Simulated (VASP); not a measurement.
# YAlC4N4 (P-43m) in VASP: single point with PBE

Aim: the single point of YAlC4N4 with PBE.

All numbers are computed with VASP 6.6.1; they aren't measurements. Logs are shortened: lines on timing, memory, paths and dates and some standing lists are left out, and cuts for length are marked.

## (1) The cell of the first run

Symmetry: P-43m, No. 215, cubic system. Conventional cell: a = 6.247 Å, b = 6.247 Å, c = 6.247 Å, α = 90.00°, β = 90.00°, γ = 90.00°. Y (site symmetry -43m) has 4 C at 2.39 Å within 3.2 Å. Al (site symmetry -43m) has 4 N at 1.83 Å within 2.4 Å. Within 1.6 Å of C (site symmetry 3m) lie 1 N at 1.19 Å. Within 1.6 Å of N (site symmetry 3m) lie 1 C at 1.19 Å.

## (2) Single point, PBE, collinear spin, ferromagnetic start

File INCAR:

```
PREC = Accurate
ENCUT = 520
EDIFF = 1E-6
ISMEAR = 0
SIGMA = 0.1
LREAL = False
LASPH = True
NELM = 150
ALGO = Normal
ISIF = 2
LWAVE = False
LCHARG = False
ISPIN = 2
MAGMOM = 0 0 1 1 1 1 1 1 1 1
LORBIT = 11
LMAXMIX = 4
GGA = PE
NBANDS = 40
```

File KPOINTS:

```
Automatic mesh
0
Gamma
  4 4 4
```

File POSCAR:

```
YAlC4N4
1.0
    6.2469003647      0.0000000000      0.0000000000
    0.0000000000      6.2469003647      0.0000000000
    0.0000000000      0.0000000000      6.2469003647
Y Al C N
1 1 4 4
Direct
    0.0000000000      0.0000000000      0.0000000000
    0.5000000000      0.5000000000      0.5000000000
    0.2210455509      0.2210455509      0.2210455509
    0.2210455509      0.7789544491      0.7789544491
    0.7789544491      0.2210455509      0.7789544491
    0.7789544491      0.7789544491      0.2210455509
    0.3306230118      0.3306230118      0.3306230118
    0.3306230118      0.6693769882      0.6693769882
    0.6693769882      0.3306230118      0.6693769882
    0.6693769882      0.6693769882      0.3306230118
```

Potentials or basis: VASP PAW PBE potentials, release 64 (Y_sv, Al, C, N).

Command:

```
$ cat potpaw_PBE.64/Y_sv/POTCAR potpaw_PBE.64/Al/POTCAR potpaw_PBE.64/C/POTCAR potpaw_PBE.64/N/POTCAR > POTCAR
$ mpirun -np 1 vasp_std > vasp.out
```

OUTCAR:

```text
PREC = Accurate
   ENCUT = 520
   EDIFF = 1E-6
   ISMEAR = 0
   LREAL = False
   LASPH = True
   NELM = 150
   ISIF = 2
   ISPIN = 2
   LORBIT = 11
   GGA = PE

 ion  position               nearest neighbor table
   1  0.000  0.000  0.000-   3 2.39   4 2.39   5 2.39   6 2.39
   2  0.500  0.500  0.500-   7 1.83   8 1.83   9 1.83  10 1.83
   3  0.221  0.221  0.221-   7 1.19   1 2.39
   4  0.221  0.779  0.779-   8 1.19   1 2.39
   5  0.779  0.221  0.779-   9 1.19   1 2.39
   6  0.779  0.779  0.221-  10 1.19   1 2.39
   7  0.331  0.331  0.331-   3 1.19   2 1.83
   8  0.331  0.669  0.669-   4 1.19   2 1.83
   9  0.669  0.331  0.669-   5 1.19   2 1.83
  10  0.669  0.669  0.331-   6 1.19   2 1.83

  LATTYP: Found a simple cubic cell.
 ALAT       =     6.2469003647

  Lattice vectors:

 A1 = (   6.2469003647,   0.0000000000,   0.0000000000)
 A2 = (   0.0000000000,   6.2469003647,   0.0000000000)
 A3 = (   0.0000000000,   0.0000000000,   6.2469003647)

Analysis of symmetry for initial positions (statically):
=====================================================================
 Subroutine PRICEL returns:
 Original cell was already a primitive cell.

 Routine SETGRP: Setting up the symmetry group for a
 simple cubic supercell.

 Subroutine GETGRP returns: Found 24 space group operations
 (whereof 24 operations were pure point group operations)
 out of a pool of 48 trial point group operations.

The static configuration has the point symmetry T_d .

Analysis of symmetry for dynamics (positions and initial velocities):
=====================================================================
 Subroutine PRICEL returns:
 Original cell was already a primitive cell.

 Routine SETGRP: Setting up the symmetry group for a
 simple cubic supercell.

 Subroutine GETGRP returns: Found 24 space group operations
 (whereof 24 operations were pure point group operations)
 out of a pool of 48 trial point group operations.

The dynamic configuration has the point symmetry T_d .

Analysis of structural, dynamic, and magnetic symmetry:
=====================================================================
 Subroutine PRICEL returns:
 Original cell was already a primitive cell.

 Routine SETGRP: Setting up the symmetry group for a
 simple cubic supercell.

 Subroutine GETGRP returns: Found 24 space group operations
 (whereof 24 operations were pure point group operations)
 out of a pool of 48 trial point group operations.

The overall configuration has the point symmetry T_d .

 Subroutine INISYM returns: Found 24 space group operations
 (whereof 24 operations are pure point group operations),
 and found     1 'primitive' translations

----------------------------------------------------------------------------------------

                                     Primitive cell

  volume of cell :     243.7776

  direct lattice vectors                    reciprocal lattice vectors
     6.246900365  0.000000000  0.000000000     0.160079390  0.000000000  0.000000000
     0.000000000  6.246900365  0.000000000     0.000000000  0.160079390  0.000000000
     0.000000000  0.000000000  6.246900365     0.000000000  0.000000000  0.160079390

  length of vectors
     6.246900365  6.246900365  6.246900365     0.160079390  0.160079390  0.160079390

  position of ions in fractional coordinates (direct lattice)
     0.000000000  0.000000000  0.000000000
     0.500000000  0.500000000  0.500000000
     0.221045551  0.221045551  0.221045551
     0.221045551  0.778954449  0.778954449
     0.778954449  0.221045551  0.778954449
     0.778954449  0.778954449  0.221045551
     0.330623012  0.330623012  0.330623012
     0.330623012  0.669376988  0.669376988
     0.669376988  0.330623012  0.669376988
     0.669376988  0.669376988  0.330623012

  ion indices of the primitive-cell ions
   primitive index   ion index
                 1           1
                 2           2
                 3           3
                 4           4
                 5           5
                 6           6
[... 54 lines left out ...]
   ICHARG =      2    charge: 1-file 2-atom 10-const
   ISPIN  =      2    spin polarized calculation?
   LNONCOLLINEAR =      F non collinear calculations
   LSORBIT =      F    spin-orbit coupling
   LASPH  =      T    aspherical Exc in radial PAW
   ENCUT  =  520.0 eV  38.22 Ry    6.18 a.u.  11.62 11.62 11.62*2*pi/ulx,y,z
   NELM   =    150;   NELMIN=  2; NELMDL= -5     # of ELM steps
   EDIFF  = 0.1E-05   stopping-criterion for ELM
   LREAL  =      F    real-space projection
   EDIFFG = 0.1E-04   stopping-criterion for IOM
   NSW    =      0    number of steps for IOM
   IBRION =     -1    ionic relax: 0-MD 1-quasi-New 2-CG
   NFREE  =      0    steps in history (QN), initial steepest desc. (CG)
   ISIF   =      2    stress and relaxation
   ISYM   =      2    0-nonsym 1-usesym 2-fastsym
   POTIM  = 0.5000    time-step for ionic-motion
   TEBEG  =    0.0;   TEEND  =   0.0 temperature during run
   PSTRESS=    0.0 pullay stress
   NELECT =      50.0000    total number of electrons
   NUPDOWN=      -1.0000    fix difference up-down
   EMIN   =  10.00;   EMAX   =-10.00  energy-range for DOS
   EFERMI =   0.00;   METHOD = LEGACY
   ISMEAR =     0;   SIGMA  =   0.10  broadening in eV -4-tet -1-fermi 0-gaus
   EFERMI_NEDOS =   21; number of points for ismear=-14 and -15
   IALGO  =     38    algorithm
   IMIX   =      4    mixing-type and parameters
     AMIX     =   0.40;   BMIX     =  1.00
     AMIX_MAG =   1.60;   BMIX_MAG =  1.00
  volume/ion in A,a.u.               =      24.38       164.51
  Fermi-wavevector in a.u.,A,eV,Ry     =   0.965458  1.824452 12.682127  0.932110
  Thomas-Fermi vector in A             =   2.095177
   LORBIT       =     11    0 simple, 1 ext, 2 COOP (PROOUT), +10 PAW based schemes
   GGA     = PE    functional components
   LHFCALC =     F    Hartree Fock is set to
   AEXX    =    0.0000 exact exchange contribution
   IVDW    =     0    specifies the selected vdW correction
   LEPSILON=     F    determine dielectric tensor
   LRPA    =     F    only Hartree local field effects (RPA)
 spin polarized calculation
 Gauss-broadening in eV      SIGMA  =   0.10
  energy-cutoff  :      520.00
  volume of cell :      243.78
 maximum number of plane-waves:      6704
 NGX is ok and might be reduce to    48
   NGX = 23   NGY = 23   NGZ = 23

 number of electron      49.9999996 magnetization       1.9064419

 Free energy of the ion-electron system (eV)
  ---------------------------------------------------
  ext. energy  EPLUGINS =         0.00000000
  ---------------------------------------------------
  free energy    TOTEN  =       -79.57742324 eV

  energy without entropy =      -79.55827732  energy(sigma->0) =      -79.56785028

 E-fermi :   1.1651     XC(G=0):  -6.6044

 val. band max:        1.1574649713   @ k =   0.5000   0.5000   0.2500
 cond. band min:       1.1665114763   @ k =   0.5000   0.5000   0.0000
 fundamental gap:      0.0090465050
 Fermi energy:         1.1650980755

 spin component 1

 k-point     1 :       0.0000    0.0000    0.0000
  band No.  band energies     occupation
      1     -42.0327      1.00000
      2     -22.1725      1.00000
      3     -22.1725      1.00000
      4     -22.1725      1.00000
      5     -18.9432      1.00000
      6     -18.7159      1.00000
[... 389 lines left out ...]
     36       5.1168      0.00000
     37       5.1168      0.00000
 Fermi energy:         1.1650980755

 spin component 2

 k-point     1 :       0.0000    0.0000    0.0000
  band No.  band energies     occupation
      1     -41.7704      1.00000
      2     -21.8316      1.00000
      3     -21.8316      1.00000
      4     -21.8316      1.00000
      5     -18.8528      1.00000
      6     -18.6304      1.00000
[... 389 lines left out ...]
     36       5.5092      0.00000
     37       5.6885      0.00000
 [bands above 37 left out]

------------------------ aborting loop because EDIFF is reached ----------------------------------------

  FORCE on cell =-STRESS in cart. coord.  units (eV):
  Direction    XX          YY          ZZ          XY          YZ          ZX
  --------------------------------------------------------------------------------------
  -------------------------------------------------------------------------------------
  Total        0.8843343      0.8843343      0.8843343      0.0000000     -0.0000000      0.0000000
  in kB        5.8121033      5.8121033      5.8121033      0.0000000     -0.0000000      0.0000000
  external PRESSURE =       5.8121033 kB  Pullay stress =       0.0000000 kB

 VOLUME and BASIS-vectors are now :
 -----------------------------------------------------------------------------
  energy-cutoff  :      520.00
  volume of cell :      243.78
      direct lattice vectors                 reciprocal lattice vectors
     6.246900365  0.000000000  0.000000000     0.160079390  0.000000000  0.000000000
     0.000000000  6.246900365  0.000000000     0.000000000  0.160079390  0.000000000
     0.000000000  0.000000000  6.246900365     0.000000000  0.000000000  0.160079390

 POSITION                                       TOTAL-FORCE (eV/Angst)
 -----------------------------------------------------------------------------------
      0.00000      0.00000      0.00000        -0.000000      0.000000      0.000000
      3.12345      3.12345      3.12345        -0.000000      0.000000      0.000000
      1.38085      1.38085      1.38085        -0.133245     -0.133245     -0.133245
      1.38085      4.86605      4.86605        -0.133245      0.133245      0.133245
      4.86605      1.38085      4.86605         0.133245     -0.133245      0.133245
      4.86605      4.86605      1.38085         0.133245      0.133245     -0.133245
      2.06537      2.06537      2.06537         0.110459      0.110459      0.110459
      2.06537      4.18153      4.18153         0.110459     -0.110459     -0.110459
      4.18153      2.06537      4.18153        -0.110459      0.110459     -0.110459
      4.18153      4.18153      2.06537        -0.110459     -0.110459      0.110459
 -----------------------------------------------------------------------------------
    total drift:                               -0.000000     -0.000000      0.000000

  FREE ENERGIE OF THE ION-ELECTRON SYSTEM (eV)
  ---------------------------------------------------
  free  energy   TOTEN  =       -79.5774232400 eV

  energy  without entropy=      -79.5582773226  energy(sigma->0) =      -79.56785028

 total charge

# of ion       s       p       d       f       tot
--------------------------------------------------
    1        2.176   6.307   1.127   0.048   9.657
    2        0.337   0.438   0.000   0.000   0.775
    3        0.966   1.565   0.000   0.000   2.531
    4        0.966   1.565   0.000   0.000   2.531
    5        0.966   1.565   0.000   0.000   2.531
    6        0.966   1.565   0.000   0.000   2.531
    7        1.290   2.667   0.000   0.000   3.957
    8        1.290   2.667   0.000   0.000   3.957
    9        1.290   2.667   0.000   0.000   3.957
   10        1.290   2.667   0.000   0.000   3.957
--------------------------------------------------
tot         11.535  23.675   1.127   0.048  36.384

 magnetization (x)

# of ion       s       p       d       f       tot
--------------------------------------------------
    1        0.004   0.023   0.522   0.000   0.549
    2       -0.000   0.009   0.000   0.000   0.009
    3       -0.001   0.049   0.000   0.000   0.048
    4       -0.001   0.049   0.000   0.000   0.048
    5       -0.001   0.049   0.000   0.000   0.048
    6       -0.001   0.049   0.000   0.000   0.048
    7        0.002   0.055   0.000   0.000   0.057
    8        0.002   0.055   0.000   0.000   0.057
    9        0.002   0.055   0.000   0.000   0.057
   10        0.002   0.055   0.000   0.000   0.057
--------------------------------------------------
tot          0.007   0.448   0.522   0.000   0.978
```

Wall time 3.8 min (1 thread of Intel Xeon Platinum 8175M at 2.50GHz (Skylake/Cascade Lake), shared host); peak memory 0.49 GiB.

Results:

```
Free energy                                           : -79.5774 eV
Pressure                                              : 0.6 GPa
Largest force                                         : 0.231 eV/Å
Net moment                                            : 1.91 μB per cell
Site moments                                          : Y +0.55; Al +0.01; C +0.05; N +0.06 μB
Valence electrons inside the program's atomic spheres : Y 9.66; Al 0.78; C 2.53; N 3.96
```

Forces in eV/Å, atoms in the order of the input:
```
Y    0.000  0.000  0.000
Al   0.000  0.000  0.000
C   -0.133 -0.133 -0.133
C   -0.133  0.133  0.133
C    0.133 -0.133  0.133
C    0.133  0.133 -0.133
N    0.110  0.110  0.110
N    0.110 -0.110 -0.110
N   -0.110  0.110 -0.110
N   -0.110 -0.110  0.110
```
